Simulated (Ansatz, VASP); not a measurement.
## WSe2: VASP beside Ansatz

```
W Se
1.0
     3.28948    0.00000    0.00000
    -1.64474    2.84877    0.00000
     0.00000    0.00000   12.96796
W Se
2 4
Cartesian
  0.0000 1.8992 3.2420
  1.6447 0.9496 9.7260
  0.0000 1.8992 8.0531
  1.6447 0.9496 1.5691
  0.0000 1.8992 11.3988
  1.6447 0.9496 4.9149
```

Alike in both runs: task single point; functional LDA; k mesh 12 × 12 × 3; occupations fermi-dirac, width 0.1242 eV; no spin polarisation.

|  | VASP | Ansatz |
| --- | --- | --- |
| version | VASP 6.6.1 | Ansatz 0.2.0 |
| potentials or method | VASP PAW LDA potentials, release 64 (W_sv, Se), cutoff 520 eV | PAW plane waves |
| valence electrons in the cell | 52 | 92 |

```csv
,VASP,Ansatz,Ansatz less VASP
pressure (GPa),-3.2,-3.9,-0.69
"traceless stress, the component that is largest in VASP (GPa)",0.40,0.27,-0.127
rms of the force components (eV/Å),0.119,0.163,+0.0445
```

LDA's correlation is that of Perdew and Zunger in VASP and of Perdew and Wang (1992) in Ansatz. Atom by atom the forces differ by 0.044 eV/Å (rms over components). VASP's potentials hold 52 valence electrons a cell and Ansatz's 92, so a difference there can come from the potentials and not from the codes. Ansatz's warnings: structure snapped to symmetry.

Spin-orbit coupling is off throughout.
